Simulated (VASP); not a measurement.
Here is a VASP 6.6.1 calculation.

Contents of INCAR:

```
PREC = Accurate
ENCUT = 520
EDIFF = 1E-6
ISMEAR = 0
SIGMA = 0.05
LREAL = F
LASPH = T
NELM = 100
ALGO = Normal
ISIF = 2
LWAVE = F
LCHARG = F
NBANDS = 14
```

The input KPOINTS:

```
regular mesh
0
Gamma
  18 18 18
```

Contents of POSCAR:

```
Rh
1.0
    0.0000000000      1.8537023445      1.8537023445
    1.8537023445      0.0000000000      1.8537023445
    1.8537023445      1.8537023445      0.0000000000
Rh
1
Direct
    0.0000000000      0.0000000000      0.0000000000
```

Potentials or basis: VASP PAW LDA potentials, release 64 (Rh_pv).

Command:

```sh
$ cat potpaw_LDA.64/Rh_pv/POTCAR > POTCAR
$ mpirun -np 1 vasp_std > vasp.out
```

(1) What does it give for the pressure?

Results:

(1) 14.0 GPa.
